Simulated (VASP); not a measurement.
TlBr:

```
Tl Br
1.0
     3.94619    0.00000    0.00000
     0.00000    3.94619    0.00000
     0.00000    0.00000    3.94619
Tl Br
1 1
Direct
  0.00000 0.00000 0.00000
  0.50000 0.50000 0.50000
```

Base run:

```yaml
Program: VASP 6.6.1
Functional: r2SCAN
Potentials_or_basis: VASP PAW PBE potentials, release 64 (Tl_d, Br)
Cutoff: 550 eV
k_mesh: 4 × 4 × 4
Occupations: gaussian, width 0.5 eV
Spin: no spin polarisation
```

Its results: band gap on the k mesh 2.23 eV; pressure 1.1 GPa.

After a change of settings the same cell gave: band gap on the k mesh 2.59 eV; pressure 1.6 GPa. Which change was it?
A. functional from r2SCAN to PBE-based screened hybrid with 5 % exact exchange; cutoff from 550 eV to 400 eV; occupations from gaussian, width 0.5 eV to gaussian, width 0.01 eV
B. occupations from gaussian, width 0.5 eV to gaussian, width 0.01 eV; dispersion from none to D4
C. occupations from gaussian, width 0.5 eV to gaussian, width 0.01 eV
D. functional from r2SCAN to PBE-based global hybrid with 15 % exact exchange; cutoff from 550 eV to 400 eV; occupations from gaussian, width 0.5 eV to gaussian, width 0.01 eV

D.

Caveats: the PAW data sets were made with another functional, which shifts forces and pressure a little; spin-orbit coupling is left out, which moves the levels of the heavy elements.
